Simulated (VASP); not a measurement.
Input of a VASP 6.6.1 run:

Contents of POSCAR:

```
Te2Mo
1.0
    3.5078373337      0.0000000000      0.0000000000
   -1.7539186669      3.0378762433      0.0000000000
    0.0000000000      0.0000000000     17.2609431902
Te Mo
2 1
Direct
    0.3333333333      0.6666666667      0.8952201522
    0.3333333333      0.6666666667      0.1047798478
    0.0000000000      0.0000000000      0.0000000000
```

Contents of INCAR.step1:

```
SYSTEM = Te2Mo
PREC = Accurate
ENCUT = 520
ISMEAR = 0
SIGMA = 0.02
LREAL = .FALSE.
LASPH = .TRUE.
NELM = 80
NBANDS = 20
GGA = PE
ALGO = Normal
EDIFF = 1E-4
LWAVE = .TRUE.
LCHARG = .FALSE.
```

File INCAR.step2:

```
SYSTEM = Te2Mo
PREC = Accurate
ENCUT = 520
EDIFF = 1E-7
ISMEAR = 0
SIGMA = 0.02
LREAL = .FALSE.
LASPH = .TRUE.
NELM = 80
ALGO = Normal
ISIF = 2
LWAVE = .FALSE.
LCHARG = .FALSE.
METAGGA = R2SCAN
LMIXTAU = .TRUE.
NBANDS = 20
ISTART = 1
```

Contents of KPOINTS:

```
Automatic mesh
0
G
  12 12 2
  0 0 0
```

Potentials or basis: VASP PAW PBE potentials, release 64 (Te, Mo_sv).

Run with:

```console
$ cat potpaw_PBE.64/Te/POTCAR potpaw_PBE.64/Mo_sv/POTCAR > POTCAR
$ cp INCAR.step1 INCAR
$ mpirun -np 1 vasp_std > vasp.out
$ cp INCAR.step2 INCAR
$ mpirun -np 1 vasp_std > vasp.out
```

Task: Estimate the largest force.

Result: 0.027 eV/Å.

Task: Estimate the band gap on the k mesh.

Result: 1.26 eV.

Forces in eV/Å, atoms in the order of the input:
```
Te   0.000  0.000 -0.027
Te   0.000  0.000  0.027
Mo   0.000  0.000  0.000
```

Caveat: the cell differs from its parent crystal (equal strain along all axes, cell held: -1.5 %, then relaxed in part); there is no dipole correction, which matters where the two faces differ; the PAW data sets were made with another functional, which shifts forces and pressure a little; spin-orbit coupling is left out, which moves the levels of the heavy elements.
